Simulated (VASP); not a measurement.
WS2 (Tungstenite): relaxation of cell and atoms with RPBE

Crystal: WS2 (Tungstenite).

```
W S
1.0
     3.18000    0.00000    0.00000
    -1.59000    2.75396    0.00000
     0.00000    0.00000   12.50000
W S
2 4
Direct
  0.33333 0.66667 0.25000
  0.66667 0.33333 0.75000
  0.33333 0.66667 0.62500
  0.66667 0.33333 0.12500
  0.33333 0.66667 0.87500
  0.66667 0.33333 0.37500
```

| Item | Value |
| --- | --- |
| Program | VASP 6.6.1 |
| Task | relaxation of cell and atoms |
| Functional | RPBE |
| Potentials or basis | VASP PAW PBE potentials, release 64 (W_sv, S) |
| Cutoff | 600 eV |
| k mesh | 9 × 9 × 2 |
| Occupations | methfessel-paxton, width 0.1 eV |
| Spin | no spin polarisation |
| Dipole correction | no |
| Further INCAR settings | ALGO = Normal; EDIFF = 1e-06; IBRION = 2; EDIFFG = -0.01; NSW = 60; ISIF = 3 |

- Relaxed volume: 23.64 Å³/atom
- Relaxed cell: a = 3.210 Å, b = 3.210 Å, c = 15.894 Å, α = 90.00°, β = 90.00°, γ = 120.00°
- Space group after relaxing (to 0.05 Å): P6_3/mmc (No. 194)
- Energy gained by relaxing: 43.5 meV/atom
- Ionic steps: 41
- Pressure after relaxing: 0.0 GPa
- Largest force after relaxing: 0.005 eV/Å
- Band gap on the k mesh: 1.62 eV, indirect (least direct gap 1.74 eV)

Forces in eV/Å, atoms in the order of the input:
```
W    0.000  0.000  0.000
W    0.000  0.000  0.000
S    0.000  0.000 -0.005
S    0.000  0.000 -0.005
S    0.000  0.000  0.005
S    0.000  0.000  0.005
```

The path:
| step | energy change (eV) | largest force (eV/Å) | pressure (GPa) | volume (Å³) |
| --- | --- | --- | --- | --- |
| 1 | 0.0000 | 0.2014 | 4.89 | 109.47 |
| 3 | -0.0478 | 0.3833 | 0.14 | 112.56 |
| 5 | -0.1114 | 0.0443 | -0.28 | 117.26 |
| 7 | -0.1157 | 0.1432 | -0.19 | 119.21 |
| 9 | -0.1547 | 0.0633 | -0.49 | 121.30 |
| 11 | -0.2415 | 0.1655 | -0.88 | 130.50 |
| 13 | -0.2504 | 0.1237 | 1.21 | 132.44 |
| 15 | -0.2543 | 0.0036 | 0.28 | 133.09 |
| 17 | -0.2559 | 0.0333 | -0.24 | 134.71 |
| 19 | -0.2567 | 0.0516 | -0.21 | 135.01 |
| 21 | -0.2573 | 0.0872 | -0.19 | 135.62 |
| 23 | -0.2580 | 0.0134 | 0.26 | 135.67 |
| 25 | -0.2591 | 0.0283 | 0.10 | 136.87 |
| 27 | -0.2594 | 0.0172 | -0.18 | 137.34 |
| 29 | -0.2597 | 0.0143 | -0.02 | 137.28 |
| 31 | -0.2597 | 0.0214 | 0.11 | 137.32 |
| 33 | -0.2599 | 0.0178 | 0.06 | 137.44 |
| 35 | -0.2606 | 0.0142 | 0.13 | 138.70 |
| 37 | -0.2608 | 0.0047 | 0.22 | 140.49 |
| 39 | -0.2612 | 0.0292 | -0.05 | 141.64 |
| 41 | -0.2613 | 0.0052 | 0.04 | 141.81 |

Final structure:
```
W S
1.0
     3.20976    0.00000    0.00000
    -1.60488    2.77973    0.00000
     0.00000    0.00000   15.89425
W S
2 4
Direct
  0.33333 0.66667 0.25000
  0.66667 0.33333 0.75000
  0.33333 0.66667 0.65111
  0.66667 0.33333 0.15111
  0.33333 0.66667 0.84889
  0.66667 0.33333 0.34889
```

Levels at points of the mesh, in eV from the valence-band top:
```
           k point  band 22  band 23  band 24  band 25  band 26  band 27  band 28  band 29  band 30  band 31
(0.00, 0.00, 0.00)    -1.77    -1.77    -1.77    -0.24     0.00     2.68     2.68     2.68     2.68     2.82
(0.00, 0.00, 0.50)    -1.77    -1.77    -1.77    -0.11    -0.11     2.68     2.68     2.68     2.68     2.83
```

It took 24 min on 1 thread of Intel(R) Xeon(R) 6975P-C (Granite Rapids) (shared host), peak memory 0.33 GiB.

Caveat: the volume moved by over 15 % at a fixed basis, so the end points are rough; the PAW data sets were made with another functional, which shifts forces and pressure a little; spin-orbit coupling is left out, which moves the levels of the heavy elements; this functional lacks dispersion, which binds the layers, so the pressure and a relaxed spacing across them are unreliable; the volume moved by +30 % from the deposited cell, more than functionals usually miss. RPBE and its kin give volumes clearly too large for solids.
